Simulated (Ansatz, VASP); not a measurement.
# Two plane-wave programs on MgSe

```
Mg Se
1.0
     0.00000    2.72464    2.72464
     2.72464    0.00000    2.72464
     2.72464    2.72464    0.00000
Mg Se
1 1
Direct
  0.00000 0.00000 0.00000
  0.50000 0.50000 0.50000
```

Alike in both runs: functional PBEsol; k mesh 8 × 8 × 8; occupations gaussian, width 0.02 eV; no spin polarisation.

Ansatz relaxed the structure, and its values are those at the end. VASP's run is a single point on that final structure, the one shown.

|  | VASP | Ansatz |
| --- | --- | --- |
| version | VASP 6.6.1 | Ansatz 0.2.0 |
| potentials or method | VASP PAW PBE potentials, release 64 (Mg, Se), cutoff 600 eV | scalar-relativistic, plane waves, PAW |
| valence electrons in the cell | 8 | 26 |

Ansatz gave:

| Property | Result |
| --- | --- |
| gap on the k mesh at the Fermi level (eV) | 1.78 |
| least direct gap on the mesh (eV) | 2.51 |
| pressure (GPa) | 0.0 |

Task: What did VASP give for the same quantities?

Result: gap on the k mesh at the Fermi level (eV): 1.76; least direct gap on the mesh (eV): 2.51; pressure (GPa): 0.0.

VASP's potentials were made for PBE, not for PBEsol, and Ansatz warns of the same on its side. VASP's potentials hold 8 valence electrons a cell and Ansatz's 26, so a difference there can come from the potentials and not from the codes.
